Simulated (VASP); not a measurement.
Runs of VASP 6.6.1 on GaN. The structure is that of space group F-43m (No. 216), or close to it. The cells are those of the table. 

| level | potentials or basis | cell | cutoff (eV) | smearing | second run | gap on the mesh (eV) | pressure (GPa) | largest force (eV/Å) |
| --- | --- | --- | --- | --- | --- | --- | --- | --- |
| r2SCAN | VASP PAW PBE potentials, release 64 (Ga_d, N) | a = 3.184, b = 3.184, c = 3.061 Å, angles 61.3, 61.3, 57.5°, 2 atoms | 520 | gaussian 0.01 eV | - | 2.26 | 9.0 | - |
| r2SCAN | VASP PAW PBE potentials, release 64 (Ga_d, N_h) | a = 3.184, b = 3.184, c = 3.061 Å, angles 61.3, 61.3, 57.5°, 2 atoms | 910 | gaussian 0.01 eV | hard_potentials | 2.26 | (d) | - |
| r2SCAN | VASP PAW PBE potentials, release 64 (Ga_d, N) | a = 3.173, b = 3.173, c = 3.180 Å, angles 59.9, 59.9, 60.2°, 2 atoms | 520 | gaussian 0.01 eV | - | 2.18 | (b) | - |
| r2SCAN | VASP PAW PBE potentials, release 64 (Ga_d, N) | a = 3.248 Å, angles 58.6°, 2 atoms | 520 | gaussian 0.01 eV | - | 1.86 | (c) | 0.01 |
| PBE | VASP PAW PBE potentials, release 64 (Ga_d, N) | a = 3.248 Å, angles 58.6°, 2 atoms | 520 | fermi-dirac 0.02 eV | - | 1.47 | 0.6 | 0.02 |
| PBE | VASP PAW PBE potentials, release 64 (Ga_d, N) | a = 3.173, b = 3.173, c = 3.180 Å, angles 59.9, 59.9, 60.2°, 2 atoms | 520 | fermi-dirac 0.02 eV | - | (a) | 7.3 | - |

Alike in all rows: task single point; no spin polarisation; k mesh 10 × 10 × 10.

Question: Estimate the missing entries.

Answer: (a) 1.78; (b) 2.1; (c) -4.5; (d) 8.9.

Caveats: the PAW data sets were made with another functional, which shifts forces and pressure a little (some runs); the cutoff is under 1.25 times the usual one of these potentials, so pressure, stress and relaxed cells hold a basis-set (Pulay) error (some runs).

A k mesh can miss the band edges, and the runs leave out spin-orbit coupling on Ga.
